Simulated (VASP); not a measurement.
A run of VASP 6.6.1:

The input INCAR:

```
  PREC = Accurate
  ENCUT = 520
  EDIFF = 1E-6
  ISMEAR = 0
  SIGMA = 0.05
  LREAL = F
  LASPH = T
  NELM = 60
  ALGO = Normal
  ISIF = 2
  LWAVE = F
  LCHARG = F
  GGA = PE
  NBANDS = 54
```

The input KPOINTS:

```
regular mesh
0
Gamma
  4 4 4
```

Contents of POSCAR:

```
Cs2AgBiBr6
1.0
    0.0000000000      5.6161000000      5.6161000000
    5.6161000000      0.0000000000      5.6161000000
    5.6161000000      5.6161000000      0.0000000000
Cs Ag Bi Br
2 1 1 6
Direct
    0.2500000000      0.2500000000      0.2500000000
    0.7500000000      0.7500000000      0.7500000000
    0.5000000000      0.5000000000      0.5000000000
    0.0000000000      0.0000000000      0.0000000000
    0.2505500000      0.7494500000      0.2505500000
    0.2505500000      0.7494500000      0.7494500000
    0.7494500000      0.2505500000      0.7494500000
    0.7494500000      0.2505500000      0.2505500000
    0.2505500000      0.2505500000      0.7494500000
    0.7494500000      0.7494500000      0.2505500000
```

Potentials or basis: VASP PAW PBE potentials, release 64 (Cs_sv, Ag, Bi_d, Br).

The run is started by

```sh
$ cat potpaw_PBE.64/Cs_sv/POTCAR potpaw_PBE.64/Ag/POTCAR potpaw_PBE.64/Bi_d/POTCAR potpaw_PBE.64/Br/POTCAR > POTCAR
$ mpirun -np 1 vasp_std > vasp.out
```

Hardware: 1 thread of Oxide Virtual Turin-like Processor, with other jobs on the host.

Question: Estimate the wall time of this run.

Answer: It took 7.2 min on 1 thread of Oxide Virtual Turin-like Processor (shared host), peak memory 0.56 GiB. Counts: scf iterations 14, k points 8.
